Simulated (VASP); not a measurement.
Set up this calculation in VASP 6.6.1, as the native input.

```yaml
Task: single point
Functional: LDA
Potentials_or_basis: VASP PAW LDA potentials, release 64 (Ni)
Cutoff: 520 eV
k_mesh: 18 × 18 × 18
Occupations: fermi-dirac, width 0.08 eV
Spin: collinear spin, ferromagnetic start
Starting_moments: "[1.0] μB"
Dipole_correction: no
Further_INCAR_settings: ALGO = Normal; EDIFF = 1e-07; NBANDS = 15
```

The structure of Ni lies in POSCAR:

```
Ni
1.0
    0.0000000000      1.6409268946      1.6409268946
    1.6409268946      0.0000000000      1.6409268946
    1.6409268946      1.6409268946      0.0000000000
Ni
1
Direct
    0.0000000000      0.0000000000      0.0000000000
```

This cell differs from its parent crystal: volume scaled by 0.88.

These files were run (other wordings do the same):

INCAR

```
ALGO = Normal ; EDIFF = 1E-7
ENCUT = 520 ; ISIF = 2
ISMEAR = -1 ; ISPIN = 2
LASPH = True ; LCHARG = False
LMAXMIX = 4 ; LORBIT = 11
LREAL = False ; LWAVE = False
MAGMOM = 1 ; NBANDS = 15
NELM = 150 ; PREC = Accurate
SIGMA = 0.08
```

KPOINTS

```
k-points
0
Gamma
  18 18 18
```

Potentials or basis: VASP PAW LDA potentials, release 64 (Ni).

The run is started by

```console
$ cat potpaw_LDA.64/Ni/POTCAR > POTCAR
$ mpirun -np 1 vasp_std > vasp.out
```

Results of the run:

```
Pressure                                              : 43.6 GPa
Net moment                                            : 0.55 μB per cell
Site moments                                          : Ni +0.54 μB
Valence electrons inside the program's atomic spheres : Ni 9.78
```

Wall time 29 s on 1 thread of AMD EPYC 9R45 96-Core Processor (Zen 5), on a shared host, peak memory 0.12 GiB.
